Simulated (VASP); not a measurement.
The system is TlCl.

```xyz
2
Lattice="3.9178 0.0000 0.0000 0.0000 3.9178 0.0000 0.0000 0.0000 3.9178" Properties=species:S:1:pos:R:3 pbc="T T T"
Tl    0.0000    0.0000    0.0000
Cl    1.9589    1.9589    1.9589
```

| Quantity | Value |
| --- | --- |
| Program | VASP 6.6.1 |
| Task | relaxation of cell and atoms |
| Functional | r2SCAN |
| Dispersion | rVV10 |
| Potentials or basis | VASP PAW PBE potentials, release 64 (Tl_d, Cl) |
| Cutoff | 550 eV |
| k mesh | 6 × 6 × 6 |
| Occupations | fermi-dirac, width 0.02 eV |
| Spin | no spin polarisation |

At the start: pressure -2.4 GPa; volume 30.07 Å³/atom.

Where does the relaxation end?

Over 5 steps the energy falls by 21.8 meV/atom and the volume is 27.38 Å³/atom (-8.9 %); space group Pm-3m (No. 221, to 0.1 Å) before and after.

The path:
```
step  energy change (eV)  largest force (eV/Å)  pressure (GPa)  volume (Å³)
   1              0.0000                0.0000           -2.37        60.13
   2             -0.0394                0.0000           -0.84        56.34
   3             -0.0436                0.0000           -0.08        54.85
   4             -0.0436                0.0000            0.04        54.71
   5             -0.0436                0.0000            0.00        54.76
```

Final structure:
```
Tl Cl
1.0
     3.79743    0.00000    0.00000
     0.00000    3.79743    0.00000
     0.00000    0.00000    3.79743
Tl Cl
1 1
Direct
  0.00000 0.00000 0.00000
  0.50000 0.50000 0.50000
```

Caveat: the PAW data sets were made with another functional, which shifts forces and pressure a little.
